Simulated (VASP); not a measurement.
# Mg2ZnO3 (P-3m1) in VASP: density of states with LDA

Aim: the density of states of Mg2ZnO3 with LDA.

Everything below comes from runs of VASP 6.6.1. Logs are shortened: lines on timing, memory, paths and dates and some standing lists are left out, and cuts for length are marked.

### 1 The cell of the first run

Symmetry: P-3m1, No. 164, trigonal system. Conventional cell: a = 3.033 Å, b = 3.033 Å, c = 7.403 Å, α = 90.00°, β = 90.00°, γ = 120.00°. Within 2.8 Å of Mg (site symmetry 3m) lie 6 O at 2.12 to 2.14 Å. Zn (site symmetry -3m) has 6 O at 2.17 Å within 2.9 Å. O (site symmetry 3m) has 3 Mg at 2.12 Å and 3 Zn at 2.17 Å within 2.8 Å. O (site symmetry -3m) has 6 Mg at 2.14 Å within 2.8 Å.

### 2 Density of states, LDA

Input file POSCAR:

```
Mg2ZnO3
1.0
    3.0329985910      0.0000000000      0.0000000000
   -1.5164992955      2.6266538294      0.0000000000
    0.0000000000      0.0000000000      7.4033160000
Mg Zn O
2 1 3
Direct
    0.3333333300      0.6666666700      0.6658000000
    0.6666666700      0.3333333300      0.3342000000
    0.0000000000      0.0000000000      0.0000000000
    0.3333333300      0.6666666700      0.1726190000
    0.6666666700      0.3333333300      0.8273810000
    0.0000000000      0.0000000000      0.5000000000
```

Input file INCAR.step1:

```
SYSTEM = Mg2ZnO3
ALGO     = Normal         ! electronic algorithm
EDIFF    = 1E-6           ! SCF threshold, eV
ENCUT    = 520            ! plane-wave cutoff, eV
ISIF     = 2              ! what is computed and relaxed
ISMEAR   = 0              ! smearing method
LASPH    = .TRUE.         ! aspherical terms in the spheres
LCHARG   = .TRUE.         ! write CHGCAR
LREAL    = .FALSE.        ! projectors in reciprocal space
LWAVE    = .FALSE.        ! write WAVECAR
NBANDS   = 26             ! bands
NELM     = 100            ! most SCF steps
PREC     = Accurate       ! precision mode
SIGMA    = 0.05           ! smearing width, eV
```

Input file KPOINTS.step1:

```
k-points
0
G
  9 9 4
  0 0 0
```

Input file INCAR.step2:

```
SYSTEM = Mg2ZnO3
ALGO     = Normal         ! electronic algorithm
EDIFF    = 1E-6           ! SCF threshold, eV
ENCUT    = 520            ! plane-wave cutoff, eV
ICHARG   = 11             ! starting density
ISIF     = 2              ! what is computed and relaxed
ISMEAR   = -5             ! smearing method
LASPH    = .TRUE.         ! aspherical terms in the spheres
LCHARG   = .FALSE.        ! write CHGCAR
LORBIT   = 11             ! projections on sites
LREAL    = .FALSE.        ! projectors in reciprocal space
LWAVE    = .FALSE.        ! write WAVECAR
NBANDS   = 26             ! bands
NEDOS    = 2001           ! points of the DOS
NELM     = 100            ! most SCF steps
PREC     = Accurate       ! precision mode
SIGMA    = 0.05           ! smearing width, eV
```

Input file KPOINTS.step2:

```
k-points
0
G
  14 14 6
  0 0 0
```

Potentials or basis: VASP PAW LDA potentials, release 64 (Mg, Zn, O).

Started as:

```bash
> cat potpaw_LDA.64/Mg/POTCAR potpaw_LDA.64/Zn/POTCAR potpaw_LDA.64/O/POTCAR > POTCAR
> cp INCAR.step1 INCAR
> cp KPOINTS.step1 KPOINTS
> mpirun -np 1 vasp_std > vasp.out
> cp INCAR.step2 INCAR
> cp KPOINTS.step2 KPOINTS
> mpirun -np 1 vasp_std > vasp.out
```

OUTCAR:

```text
SYSTEM = Mg2ZnO3
   EDIFF = 1E-6
   ENCUT = 520
   ICHARG = 11
   ISIF = 2
   ISMEAR = -5
   LASPH = .TRUE.
   LORBIT = 11
   LREAL = .FALSE.
   NELM = 100
   PREC = Accurate

 ion  position               nearest neighbor table
   1  0.333  0.667  0.666-   5 2.12   5 2.12   5 2.12   6 2.14   6 2.14   6 2.14   2 3.02   2 3.02
                             2 3.02   3 3.03   3 3.03   3 3.03
   2  0.667  0.333  0.334-   4 2.12   4 2.12   4 2.12   6 2.14   6 2.14   6 2.14   1 3.02   1 3.02
                             1 3.02   3 3.03   3 3.03   3 3.03
   3  0.000  0.000  0.000-   4 2.17   5 2.17   4 2.17   5 2.17   5 2.17   4 2.17   1 3.03   2 3.03
                             1 3.03   2 3.03   1 3.03   2 3.03
   4  0.333  0.667  0.173-   2 2.12   2 2.12   2 2.12   3 2.17   3 2.17   3 2.17
   5  0.667  0.333  0.827-   1 2.12   1 2.12   1 2.12   3 2.17   3 2.17   3 2.17
   6  0.000  0.000  0.500-   1 2.14   2 2.14   1 2.14   2 2.14   2 2.14   1 2.14

  LATTYP: Found a hexagonal cell.
 ALAT       =     3.0329985910
 C/A-ratio  =     2.4409229935

  Lattice vectors:

 A1 = (   3.0329985910,   0.0000000000,   0.0000000000)
 A2 = (  -1.5164992955,   2.6266538294,   0.0000000000)
 A3 = (   0.0000000000,   0.0000000000,   7.4033160000)

Analysis of symmetry for initial positions (statically):
=====================================================================
 Subroutine PRICEL returns:
 Original cell was already a primitive cell.

 Routine SETGRP: Setting up the symmetry group for a
 hexagonal supercell.

 Subroutine GETGRP returns: Found 12 space group operations
 (whereof 12 operations were pure point group operations)
 out of a pool of 24 trial point group operations.

The static configuration has the point symmetry D_3d.

Analysis of symmetry for dynamics (positions and initial velocities):
=====================================================================
 Subroutine PRICEL returns:
 Original cell was already a primitive cell.

 Routine SETGRP: Setting up the symmetry group for a
 hexagonal supercell.

 Subroutine GETGRP returns: Found 12 space group operations
 (whereof 12 operations were pure point group operations)
 out of a pool of 24 trial point group operations.

The dynamic configuration has the point symmetry D_3d.

 Subroutine INISYM returns: Found 12 space group operations
 (whereof 12 operations are pure point group operations),
 and found     1 'primitive' translations

----------------------------------------------------------------------------------------

                                     Primitive cell

  volume of cell :      58.9795

  direct lattice vectors                    reciprocal lattice vectors
     3.032998591  0.000000000  0.000000000     0.329706714  0.190356260  0.000000000
    -1.516499296  2.626653829  0.000000000     0.000000000  0.380712521  0.000000000
     0.000000000  0.000000000  7.403316000     0.000000000  0.000000000  0.135074607

  length of vectors
     3.032998591  3.032998591  7.403316000     0.380712521  0.380712521  0.135074607

  position of ions in fractional coordinates (direct lattice)
     0.333333330  0.666666670  0.665800000
     0.666666670  0.333333330  0.334200000
     0.000000000  0.000000000  0.000000000
     0.333333330  0.666666670  0.172619000
     0.666666670  0.333333330  0.827381000
     0.000000000  0.000000000  0.500000000

  ion indices of the primitive-cell ions
   primitive index   ion index
                 1           1
                 2           2
                 3           3
                 4           4
                 5           5
                 6           6

----------------------------------------------------------------------------------------

 KPOINTS: k-points

Automatic generation of k-mesh.
 Grid dimensions read from file:
 generate k-points for:   14   14    6

 Generating k-lattice:

  Cartesian coordinates                     Fractional coordinates (reciprocal lattice)
     0.023550480  0.013596876  0.000000000     0.071428571  0.000000000  0.000000000
     0.000000000  0.027193751  0.000000000     0.000000000  0.071428571  0.000000000
     0.000000000  0.000000000  0.022512435     0.000000000  0.000000000  0.166666667

  Length of vectors
     0.027193751  0.027193751  0.022512435

  Shift w.r.t. Gamma in fractional coordinates (k-lattice)
     0.000000000  0.000000000  0.000000000

 TETIRR: Found   1710 inequivalent tetrahedra from     7056

 Subroutine IBZKPT returns following result:
 ===========================================

 Found    128 irreducible k-points:

 Following reciprocal coordinates:
            Coordinates               Weight
  0.000000  0.000000  0.000000      1.000000
  0.071429  0.000000  0.000000      6.000000
  0.142857  0.000000  0.000000      6.000000
  0.214286  0.000000  0.000000      6.000000
  0.285714  0.000000  0.000000      6.000000
  0.357143  0.000000  0.000000      6.000000
[... 16 lines left out ...]
  0.285714  0.285714  0.000000      6.000000
  0.357143  0.285714  0.000000      6.000000
 [... further k-points ...]
   k-points           NKPTS =    128   k-points in BZ     NKDIM =    128   number of bands    NBANDS=     26
   number of dos      NEDOS =   2001   number of ions     NIONS =      6
   total plane-waves  NPLWV =  32256
   dimension x,y,z NGX =    24 NGY =   24 NGZ =   56
   dimension x,y,z NGXF=    48 NGYF=   48 NGZF=  112
   ions per type =               2   1   3
   NGX,Y,Z   is equivalent  to a cutoff of  13.15, 13.15, 12.58 a.u.
   NGXF,Y,Z  is equivalent  to a cutoff of  26.31, 26.31, 25.15 a.u.
 SYSTEM =  Mg2ZnO3
   PREC   = accura    normal or accurate (medium, high low for compatibility)
   ISTART =      0    job   : 0-new  1-cont  2-samecut
   ICHARG =     11    charge: 1-file 2-atom 10-const
   ISPIN  =      1    spin polarized calculation?
   LNONCOLLINEAR =      F non collinear calculations
   LSORBIT =      F    spin-orbit coupling
   LASPH  =      T    aspherical Exc in radial PAW
   ENCUT  =  520.0 eV  38.22 Ry    6.18 a.u.   5.64  5.64 13.77*2*pi/ulx,y,z
   NELM   =    100;   NELMIN=  2; NELMDL=  0     # of ELM steps
   EDIFF  = 0.1E-05   stopping-criterion for ELM
   LREAL  =      F    real-space projection
   EDIFFG = 0.1E-04   stopping-criterion for IOM
   NSW    =      0    number of steps for IOM
   IBRION =     -1    ionic relax: 0-MD 1-quasi-New 2-CG
   NFREE  =      0    steps in history (QN), initial steepest desc. (CG)
   ISIF   =      2    stress and relaxation
   ISYM   =      2    0-nonsym 1-usesym 2-fastsym
   POTIM  = 0.5000    time-step for ionic-motion
   TEBEG  =    0.0;   TEEND  =   0.0 temperature during run
   PSTRESS=    0.0 pullay stress
   NELECT =      34.0000    total number of electrons
   NUPDOWN=      -1.0000    fix difference up-down
   EMIN   =  10.00;   EMAX   =-10.00  energy-range for DOS
   EFERMI =   0.00;   METHOD = LEGACY
   ISMEAR =    -5;   SIGMA  =   0.05  broadening in eV -4-tet -1-fermi 0-gaus
   EFERMI_NEDOS =   21; number of points for ismear=-14 and -15
   IALGO  =     38    algorithm
   IMIX   =      4    mixing-type and parameters
     AMIX     =   0.40;   BMIX     =  1.00
     AMIX_MAG =   1.60;   BMIX_MAG =  1.00
  volume/ion in A,a.u.               =       9.83        66.34
  Fermi-wavevector in a.u.,A,eV,Ry     =   1.362492  2.574737 25.257651  1.856385
  Thomas-Fermi vector in A             =   2.488977
   LORBIT       =     11    0 simple, 1 ext, 2 COOP (PROOUT), +10 PAW based schemes
   GGA     = CA    functional components
   LHFCALC =     F    Hartree Fock is set to
   AEXX    =    0.0000 exact exchange contribution
   IVDW    =     0    specifies the selected vdW correction
   LEPSILON=     F    determine dielectric tensor
   LRPA    =     F    only Hartree local field effects (RPA)
 non-spin polarized calculation
 Fermi weights with tetrahedron method with Bloechl corrections
  energy-cutoff  :      520.00
  volume of cell :       58.98
 maximum number of plane-waves:      1612
 NGX is ok and might be reduce to    24

 number of electron      34.0000021 magnetization

 Free energy of the ion-electron system (eV)
  ---------------------------------------------------
  ext. energy  EPLUGINS =         0.00000000
  ---------------------------------------------------
  free energy    TOTEN  =       -37.16020200 eV

  energy without entropy =      -37.16020200  energy(sigma->0) =      -37.16020200

 E-fermi :   2.4882     XC(G=0): -11.8265

 val. band max:        2.4860263227   @ k =   0.0000   0.0000   0.5000
 cond. band min:       5.3138294079   @ k =   0.0000   0.0000   0.0000
 fundamental gap:      2.8278030852
 Fermi energy:         2.4882371629

 k-point     1 :       0.0000    0.0000    0.0000
  band No.  band energies     occupation
      1     -14.8065      2.00000
      2     -13.9561      2.00000
      3     -13.7305      2.00000
      4      -3.0808      2.00000
      5      -2.3207      2.00000
      6      -2.3207      2.00000
[... 18 lines left out ...]
     25      17.7918      0.00000
     26      17.7941      0.00000

 k-point     2 :       0.0714    0.0000    0.0000
  band No.  band energies     occupation
      1     -14.7584      2.00000
      2     -13.9299      2.00000
      3     -13.7020      2.00000
      4      -3.0289      2.00000
      5      -2.3922      2.00000
      6      -2.3031      2.00000
[... 18 lines left out ...]
     25      17.1811      0.00000
[... 608 lines left out ...]
     25      13.7332      0.00000
     26      14.5717      0.00000

 k-point    24 :       0.3571    0.2857    0.0000
  band No.  band energies     occupation
      1     -13.4051      2.00000
      2     -13.3862      2.00000
      3     -13.0987      2.00000
      4      -2.6930      2.00000
      5      -2.6070      2.00000
      6      -2.2894      2.00000
[... 18 lines left out ...]
     25      13.8396      0.00000
     26      14.2603      0.00000

 [... further k-points ...]
[... 5 lines left out ...]
  --------------------------------------------------------------------------------------
  -------------------------------------------------------------------------------------
  Total       -4.7289608     -4.7289608     -4.7964246      0.0000000     -0.0000000      0.0000000
  in kB     -128.4620825   -128.4620825   -130.2947356      0.0000000     -0.0000000      0.0000000
  external PRESSURE =    -129.0729669 kB  Pullay stress =       0.0000000 kB

 VOLUME and BASIS-vectors are now :
 -----------------------------------------------------------------------------
  energy-cutoff  :      520.00
  volume of cell :       58.98
      direct lattice vectors                 reciprocal lattice vectors
     3.032998591  0.000000000  0.000000000     0.329706714  0.190356260  0.000000000
    -1.516499296  2.626653829  0.000000000     0.000000000  0.380712521  0.000000000
     0.000000000  0.000000000  7.403316000     0.000000000  0.000000000  0.135074607

 POSITION                                       TOTAL-FORCE (eV/Angst)
 -----------------------------------------------------------------------------------
     -0.00000      1.75110      4.92913        -0.000000     -0.000000      0.026268
      1.51650      0.87555      2.47419        -0.000000      0.000000     -0.026268
      0.00000      0.00000      0.00000        -0.000000      0.000000      0.000000
     -0.00000      1.75110      1.27795        -0.000000      0.000000     -0.141614
      1.51650      0.87555      6.12536         0.000000     -0.000000      0.141614
      0.00000      0.00000      3.70166        -0.000000      0.000000      0.000000
 -----------------------------------------------------------------------------------
    total drift:                               -0.000000     -0.000000     -0.000000

  FREE ENERGIE OF THE ION-ELECTRON SYSTEM (eV)
  ---------------------------------------------------
  free  energy   TOTEN  =       -37.1602019997 eV

  energy  without entropy=      -37.1602019997  energy(sigma->0) =      -37.16020200

 total charge

# of ion       s       p       d       tot
------------------------------------------
    1        0.148   0.173   0.072   0.394
    2        0.148   0.173   0.072   0.394
    3        0.408   0.399   9.904  10.711
    4        1.539   3.457   0.000   4.996
    5        1.539   3.457   0.000   4.996
    6        1.530   3.511   0.000   5.040
--------------------------------------------------
tot          5.313  11.170  10.048  26.531
```

Run time: 53 s. Hardware: 1 thread of Intel Xeon 6975P-C (Granite Rapids), shared host; peak memory 0.29 GiB.

What came out:

```
Valence electrons inside the program's atomic spheres : Mg 0.39; Zn 10.71; O 5.00, 5.04
```
